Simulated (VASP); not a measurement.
Write the native input for VASP 6.6.1 that does the following.

```yaml
Task: single point
Functional: PBEsol
Potentials_or_basis: VASP PAW PBE potentials, release 64 (C)
Cutoff: 520 eV
k_mesh: 14 × 14 × 8
Occupations: fermi-dirac, width 0.1 eV
Spin: no spin polarisation
Dipole_correction: no
Further_INCAR_settings: ALGO = Normal; EDIFF = 1e-07; NBANDS = 11
```

The structure of C lies in POSCAR:

```
C
1.0
    2.1553142629     -1.2444454588      0.0000000000
    2.1553142629      1.2444454588      0.0000000000
   -1.3972177390      0.0000000000      3.5489251545
C
2
Direct
    0.8333560000      0.8333560000      0.0000930000
    0.1666440000      0.1666440000      0.9999070000
```

The input as run:

INCAR

```
PREC = Accurate
ENCUT = 520
EDIFF = 1E-7
ISMEAR = -1
SIGMA = 0.1
LREAL = False
LASPH = True
NELM = 80
ALGO = Normal
ISIF = 2
LWAVE = False
LCHARG = True
GGA = PS
LELF = True
LVHAR = True
NBANDS = 11
```

KPOINTS

```
regular mesh
0
Gamma
  14 14 8
```

Potentials or basis: VASP PAW PBE potentials, release 64 (C).

Launch:

```sh
$ cat potpaw_PBE.64/C/POTCAR > POTCAR
$ mpirun -np 1 vasp_std > vasp.out
```

Results of the run:

| Property | Result |
| --- | --- |
| Pressure | -8.5 GPa |
| Largest force | 0.005 eV/Å |

Caveat: the cell stands under tension; this functional lacks dispersion, which binds the layers, so the pressure and a relaxed spacing across them are unreliable; the PAW data sets were made with another functional, which shifts forces and pressure a little.

Wall time 78 s on 1 thread of Intel(R) Xeon(R) Platinum 8375C CPU @ 2.90GHz (Ice Lake) (shared host), peak memory 0.18 GiB.
